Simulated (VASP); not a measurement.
# PtSe2 (Sudovikovite) (P-3m1) in VASP: single point with LDA

Aim: the single point of PtSe2 (Sudovikovite) with LDA.

All numbers are computed with VASP 6.6.1; they aren't measurements. Logs are shortened: lines on timing, memory, paths and dates and some standing lists are left out, and cuts for length are marked.

## Step 1: The cell of the first run

The structure is trigonal, space group P-3m1 (No. 164). The conventional cell has a = 3.724 Å, b = 3.724 Å, c = 5.062 Å, α = 90.00°, β = 90.00°, γ = 120.00°. Within 3.3 Å of Pt (site symmetry -3m) lie 6 Se at 2.49 Å. Se (site symmetry 3m) has 3 Pt at 2.49 Å within 3.3 Å.

## Step 2: Single point, LDA

The input, INCAR:

```
PREC     = Accurate       # precision mode
ENCUT    = 520            # plane-wave cutoff, eV
EDIFF    = 1E-6           # SCF threshold, eV
ISMEAR   = 0              # smearing method
SIGMA    = 0.1            # smearing width, eV
LREAL    = F              # projectors in reciprocal space
LASPH    = T              # aspherical terms in the spheres
NELM     = 80             # most SCF steps
ALGO     = Normal         # electronic algorithm
ISIF     = 2              # what is computed and relaxed
LWAVE    = F              # write WAVECAR
LCHARG   = T              # write CHGCAR
LELF     = T              # ELF
LVHAR    = T            
NBANDS   = 18             # bands
```

The input, KPOINTS:

```
Automatic mesh
0
Gamma
  6 6 4
```

The input, POSCAR:

```
PtSe2
1.0
    3.7240000000      0.0000000000      0.0000000000
   -1.8620000000      3.2250786037      0.0000000000
    0.0000000000      0.0000000000      5.0620000000
Pt Se
1 2
Direct
    0.0000000000      0.0000000000      0.0000000000
    0.3333333333      0.6666666667      0.2500000000
    0.6666666667      0.3333333333      0.7500000000
```

Potentials or basis: VASP PAW LDA potentials, release 64 (Pt, Se).

Started as:

```sh
$ cat potpaw_LDA.64/Pt/POTCAR potpaw_LDA.64/Se/POTCAR > POTCAR
$ mpirun -np 1 vasp_std > vasp.out
```

OUTCAR:

```text
PREC = Accurate
   ENCUT = 520
   EDIFF = 1E-6
   ISMEAR = 0
   LREAL = F
   LASPH = T
   NELM = 80
   ISIF = 2

 ion  position               nearest neighbor table
   1  0.000  0.000  0.000-   2 2.49   3 2.49   3 2.49   2 2.49   3 2.49   2 2.49
   2  0.333  0.667  0.250-   1 2.49   1 2.49   1 2.49
   3  0.667  0.333  0.750-   1 2.49   1 2.49   1 2.49

  LATTYP: Found a hexagonal cell.
 ALAT       =     3.7240000000
 C/A-ratio  =     1.3592910849

  Lattice vectors:

 A1 = (   3.7240000000,   0.0000000000,   0.0000000000)
 A2 = (  -1.8620000000,   3.2250786037,   0.0000000000)
 A3 = (   0.0000000000,   0.0000000000,   5.0620000000)

Analysis of symmetry for initial positions (statically):
=====================================================================
 Subroutine PRICEL returns:
 Original cell was already a primitive cell.

 Routine SETGRP: Setting up the symmetry group for a
 hexagonal supercell.

 Subroutine GETGRP returns: Found 12 space group operations
 (whereof 12 operations were pure point group operations)
 out of a pool of 24 trial point group operations.

The static configuration has the point symmetry D_3d.

Analysis of symmetry for dynamics (positions and initial velocities):
=====================================================================
 Subroutine PRICEL returns:
 Original cell was already a primitive cell.

 Routine SETGRP: Setting up the symmetry group for a
 hexagonal supercell.

 Subroutine GETGRP returns: Found 12 space group operations
 (whereof 12 operations were pure point group operations)
 out of a pool of 24 trial point group operations.

The dynamic configuration has the point symmetry D_3d.

 Subroutine INISYM returns: Found 12 space group operations
 (whereof 12 operations are pure point group operations),
 and found     1 'primitive' translations

----------------------------------------------------------------------------------------

                                     Primitive cell

  volume of cell :      60.7956

  direct lattice vectors                    reciprocal lattice vectors
     3.724000000  0.000000000  0.000000000     0.268528464  0.155034981  0.000000000
    -1.862000000  3.225078604  0.000000000     0.000000000  0.310069962  0.000000000
     0.000000000  0.000000000  5.062000000     0.000000000  0.000000000  0.197550375

  length of vectors
     3.724000000  3.724000000  5.062000000     0.310069962  0.310069962  0.197550375

  position of ions in fractional coordinates (direct lattice)
     0.000000000  0.000000000  0.000000000
     0.333333333  0.666666667  0.250000000
     0.666666667  0.333333333  0.750000000

  ion indices of the primitive-cell ions
   primitive index   ion index
                 1           1
                 2           2
                 3           3

----------------------------------------------------------------------------------------

 KPOINTS: Automatic mesh

Automatic generation of k-mesh.
 Grid dimensions read from file:
 generate k-points for:    6    6    4

 Generating k-lattice:

  Cartesian coordinates                     Fractional coordinates (reciprocal lattice)
     0.044754744  0.025839163  0.000000000     0.166666667  0.000000000  0.000000000
     0.000000000  0.051678327  0.000000000     0.000000000  0.166666667  0.000000000
     0.000000000  0.000000000  0.049387594     0.000000000  0.000000000  0.250000000

  Length of vectors
     0.051678327  0.051678327  0.049387594

  Shift w.r.t. Gamma in fractional coordinates (k-lattice)
     0.000000000  0.000000000  0.000000000

 Subroutine IBZKPT returns following result:
 ===========================================

 Found     24 irreducible k-points:

 Following reciprocal coordinates:
            Coordinates               Weight
  0.000000  0.000000  0.000000      1.000000
  0.166667  0.000000  0.000000      6.000000
  0.333333 -0.000000  0.000000      6.000000
  0.500000 -0.000000  0.000000      3.000000
  0.166667  0.166667  0.000000      6.000000
  0.333333  0.166667  0.000000     12.000000
[... 16 lines left out ...]
  0.333333  0.166667  0.500000     12.000000
  0.333333  0.333333  0.500000      2.000000
   k-points           NKPTS =     24   k-points in BZ     NKDIM =     24   number of bands    NBANDS=     18
   number of dos      NEDOS =    301   number of ions     NIONS =      3
   total plane-waves  NPLWV =  31360
   dimension x,y,z NGX =    28 NGY =   28 NGZ =   40
   dimension x,y,z NGXF=    56 NGYF=   56 NGZF=   80
   ions per type =               1   2
   NGX,Y,Z   is equivalent  to a cutoff of  12.50, 12.50, 13.14 a.u.
   NGXF,Y,Z  is equivalent  to a cutoff of  25.00, 25.00, 26.27 a.u.
 SYSTEM =  unknown system
   PREC   = accura    normal or accurate (medium, high low for compatibility)
   ISTART =      0    job   : 0-new  1-cont  2-samecut
   ICHARG =      2    charge: 1-file 2-atom 10-const
   ISPIN  =      1    spin polarized calculation?
   LNONCOLLINEAR =      F non collinear calculations
   LSORBIT =      F    spin-orbit coupling
   LASPH  =      T    aspherical Exc in radial PAW
   ENCUT  =  520.0 eV  38.22 Ry    6.18 a.u.   6.92  6.92  9.41*2*pi/ulx,y,z
   NELM   =     80;   NELMIN=  2; NELMDL= -5     # of ELM steps
   EDIFF  = 0.1E-05   stopping-criterion for ELM
   LREAL  =      F    real-space projection
   EDIFFG = 0.1E-04   stopping-criterion for IOM
   NSW    =      0    number of steps for IOM
   IBRION =     -1    ionic relax: 0-MD 1-quasi-New 2-CG
   NFREE  =      0    steps in history (QN), initial steepest desc. (CG)
   ISIF   =      2    stress and relaxation
   ISYM   =      2    0-nonsym 1-usesym 2-fastsym
   POTIM  = 0.5000    time-step for ionic-motion
   TEBEG  =    0.0;   TEEND  =   0.0 temperature during run
   PSTRESS=    0.0 pullay stress
   NELECT =      22.0000    total number of electrons
   NUPDOWN=      -1.0000    fix difference up-down
   EMIN   =  10.00;   EMAX   =-10.00  energy-range for DOS
   EFERMI =   0.00;   METHOD = LEGACY
   ISMEAR =     0;   SIGMA  =   0.10  broadening in eV -4-tet -1-fermi 0-gaus
   EFERMI_NEDOS =   21; number of points for ismear=-14 and -15
   IALGO  =     38    algorithm
   IMIX   =      4    mixing-type and parameters
     AMIX     =   0.40;   BMIX     =  1.00
     AMIX_MAG =   1.60;   BMIX_MAG =  1.00
  volume/ion in A,a.u.               =      20.27       136.76
  Fermi-wavevector in a.u.,A,eV,Ry     =   1.166608  2.204570 18.517184  1.360975
  Thomas-Fermi vector in A             =   2.303119
   LORBIT       =      0    0 simple, 1 ext, 2 COOP (PROOUT), +10 PAW based schemes
   GGA     = CA    functional components
   LHFCALC =     F    Hartree Fock is set to
   AEXX    =    0.0000 exact exchange contribution
   IVDW    =     0    specifies the selected vdW correction
   LEPSILON=     F    determine dielectric tensor
   LRPA    =     F    only Hartree local field effects (RPA)
 non-spin polarized calculation
 Gauss-broadening in eV      SIGMA  =   0.10
  energy-cutoff  :      520.00
  volume of cell :       60.80
 maximum number of plane-waves:      1654
   NGX = 13   NGY = 13   NGZ = 19

 number of electron      21.9999998 magnetization

 Free energy of the ion-electron system (eV)
  ---------------------------------------------------
  ext. energy  EPLUGINS =         0.00000000
  ---------------------------------------------------
  free energy    TOTEN  =       -17.06150777 eV

  energy without entropy =      -17.05538664  energy(sigma->0) =      -17.05844721

 E-fermi :   6.4871     XC(G=0): -10.8998

 val. band max:        6.4810073778   @ k =   0.3333   0.3333   0.0000
 cond. band min:       6.4930009278   @ k =   0.0000   0.1667   0.2500
 fundamental gap:      0.0119935500
 Fermi energy:         6.4870612785

 k-point     1 :       0.0000    0.0000    0.0000
  band No.  band energies     occupation
      1      -9.2177      2.00000
      2      -6.3946      2.00000
      3      -0.6998      2.00000
      4       0.0039      2.00000
      5       0.0039      2.00000
      6       2.4951      2.00000
[... 10 lines left out ...]
     17      13.7496      0.00000
     18      18.2301      0.00000

 k-point     2 :       0.1667    0.0000    0.0000
  band No.  band energies     occupation
      1      -8.9116      2.00000
      2      -6.5291      2.00000
      3      -0.3413      2.00000
      4       0.1944      2.00000
      5       0.2301      2.00000
      6       1.9895      2.00000
[... 10 lines left out ...]
     17      14.6425      0.00000
     18      15.5051      0.00000

 k-point     3 :       0.3333   -0.0000    0.0000
  band No.  band energies     occupation
      1      -8.1327      2.00000
      2      -6.8457      2.00000
      3      -0.0616      2.00000
      4       0.5526      2.00000
      5       0.7408      2.00000
      6       1.1546      2.00000
[... 10 lines left out ...]
     17      14.3613      0.00000
     18      15.2525      0.00000

 k-point     4 :       0.5000   -0.0000    0.0000
  band No.  band energies     occupation
      1      -7.3692      2.00000
      2      -7.2892      2.00000
      3      -0.8540      2.00000
      4       0.6689      2.00000
      5       1.1707      2.00000
      6       2.2585      2.00000
[... 10 lines left out ...]
     17      13.8232      0.00000
     18      17.6900      0.00000

 k-point     5 :       0.1667    0.1667    0.0000
  band No.  band energies     occupation
      1      -8.3669      2.00000
      2      -6.7405      2.00000
      3       0.2192      2.00000
      4       0.4806      2.00000
      5       0.5482      2.00000
      6       1.2040      2.00000
[... 10 lines left out ...]
     17      14.4878      0.00000
     18      15.1402      0.00000

 k-point     6 :       0.3333    0.1667    0.0000
  band No.  band energies     occupation
      1      -7.5885      2.00000
      2      -7.0469      2.00000
      3      -0.4454      2.00000
      4       0.4503      2.00000
      5       1.0825      2.00000
      6       1.4003      2.00000
[... 10 lines left out ...]
     17      15.4706      0.00000
     18      15.7649      0.00000

 k-point     7 :       0.3333    0.3333    0.0000
  band No.  band energies     occupation
      1      -7.2037      2.00000
      2      -7.2037      2.00000
      3      -0.4388      2.00000
      4       0.3575      2.00000
      5       0.3575      2.00000
      6       1.7437      2.00000
[... 10 lines left out ...]
     17      15.2137      0.00000
     18      16.8516      0.00000

 k-point     8 :       0.0000    0.0000    0.2500
  band No.  band energies     occupation
      1      -8.9949      2.00000
      2      -6.9015      2.00000
      3       0.0296      2.00000
      4       0.0296      2.00000
      5       0.0728      2.00000
      6       2.4789      2.00000
[... 10 lines left out ...]
     17      13.5430      0.00000
     18      16.6557      0.00000
[... 229 lines left out ...]
     17      14.5241      0.00000
     18      14.5325      0.00000

 k-point    20 :       0.3333   -0.0000    0.5000
  band No.  band energies     occupation
      1      -7.7095      2.00000
      2      -7.3108      2.00000
      3      -0.5174      2.00000
      4       0.1958      2.00000
      5       0.4465      2.00000
      6       1.9773      2.00000
[... 10 lines left out ...]
     17      15.9802      0.00000
     18      16.4475      0.00000

 k-point    21 :       0.5000   -0.0000    0.5000
  band No.  band energies     occupation
      1      -7.4891      2.00000
      2      -7.0495      2.00000
      3      -1.1900      2.00000
      4       0.4653      2.00000
      5       0.6160      2.00000
      6       1.5695      2.00000
[... 10 lines left out ...]
     17      16.2321      0.00000
     18      16.7712      0.00000

 k-point    22 :       0.1667    0.1667    0.5000
  band No.  band energies     occupation
      1      -7.8617      2.00000
      2      -7.3773      2.00000
      3      -0.3033      2.00000
      4       0.1341      2.00000
      5       0.9370      2.00000
      6       1.6311      2.00000
[... 10 lines left out ...]
     17      14.6434      0.00000
     18      15.3704      0.00000

 k-point    23 :       0.3333    0.1667    0.5000
  band No.  band energies     occupation
      1      -7.3962      2.00000
      2      -7.1776      2.00000
      3      -0.6958      2.00000
      4       0.0612      2.00000
      5       0.9053      2.00000
      6       1.7470      2.00000
[... 10 lines left out ...]
     17      14.9284      0.00000
     18      16.2404      0.00000

 k-point    24 :       0.3333    0.3333    0.5000
  band No.  band energies     occupation
      1      -7.1756      2.00000
      2      -7.1756      2.00000
      3       0.0132      2.00000
      4       0.0132      2.00000
      5       0.1841      2.00000
      6       1.9711      2.00000
[... 10 lines left out ...]
     17      13.9557      0.00000
     18      16.5668      0.00000

------------------------ aborting loop because EDIFF is reached ----------------------------------------

  FORCE on cell =-STRESS in cart. coord.  units (eV):
  Direction    XX          YY          ZZ          XY          YZ          ZX
  --------------------------------------------------------------------------------------
  -------------------------------------------------------------------------------------
  Total        0.1339697      0.1339697     -0.3410137      0.0000000      0.0000000      0.0000000
  in kB        3.5305730      3.5305730     -8.9869071      0.0000000      0.0000000      0.0000000
  external PRESSURE =      -0.6419204 kB  Pullay stress =       0.0000000 kB

 VOLUME and BASIS-vectors are now :
 -----------------------------------------------------------------------------
  energy-cutoff  :      520.00
  volume of cell :       60.80
      direct lattice vectors                 reciprocal lattice vectors
     3.724000000  0.000000000  0.000000000     0.268528464  0.155034981  0.000000000
    -1.862000000  3.225078604  0.000000000     0.000000000  0.310069962  0.000000000
     0.000000000  0.000000000  5.062000000     0.000000000  0.000000000  0.197550375

 POSITION                                       TOTAL-FORCE (eV/Angst)
 -----------------------------------------------------------------------------------
      0.00000      0.00000      0.00000        -0.000000      0.000000      0.000000
     -0.00000      2.15005      1.26550         0.000000     -0.000000      0.242612
      1.86200      1.07503      3.79650        -0.000000      0.000000     -0.242612
 -----------------------------------------------------------------------------------
    total drift:                               -0.000000     -0.000000     -0.000000

  FREE ENERGIE OF THE ION-ELECTRON SYSTEM (eV)
  ---------------------------------------------------
  free  energy   TOTEN  =       -17.0615077728 eV

  energy  without entropy=      -17.0553866430  energy(sigma->0) =      -17.05844721
```

Run time: 20 s. Hardware: 1 thread of Intel Xeon 6975P-C, shared host; peak memory 0.17 GiB.

Results:

```
Free energy            : -17.0615 eV
Pressure               : -0.1 GPa
Largest force          : 0.243 eV/Å
Band gap on the k mesh : zero (band 11 reaches 6.91 eV, above the bottom of band 12 at 6.48 eV)
```

Forces on the atoms (eV/Å):
```
Pt   0.000  0.000  0.000
Se   0.000  0.000  0.243
Se   0.000  0.000 -0.243
```

Caveat: spin-orbit coupling is left out, which moves the levels of the heavy elements.
